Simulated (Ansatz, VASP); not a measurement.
## One calculation of AlAs, two programs

```
Al As
1.0
     0.00000    2.83040    2.83040
     2.83040    0.00000    2.83040
     2.83040    2.83040    0.00000
Al As
1 1
Direct
  0.00000 0.00000 0.00000
  0.25000 0.25000 0.25000
```

Alike in both runs: task relaxation of cell and atoms; functional PBE; k mesh 6 × 6 × 6; no spin polarisation.

|  | VASP | Ansatz |
| --- | --- | --- |
| version | VASP 6.6.1 | Ansatz 0.2.0 |
| potentials or method | VASP PAW PBE potentials, release 64 (Al, As), cutoff 500 eV | plane waves, PAW |
| occupations | gaussian, width 0.01 eV | fixed |
| valence electrons in the cell | 8 | 18 |

|  | VASP | Ansatz | Ansatz less VASP |
| --- | --- | --- | --- |
| relaxed volume (Å³/atom) | 23.55 | 23.49 | -0.059 |
| relaxed cell length with the largest relative difference (Å) | 4.054 | 4.050 | -0.0034 |

VASP's potentials hold 8 valence electrons a cell and Ansatz's 18, so a difference there can come from the potentials and not from the codes.
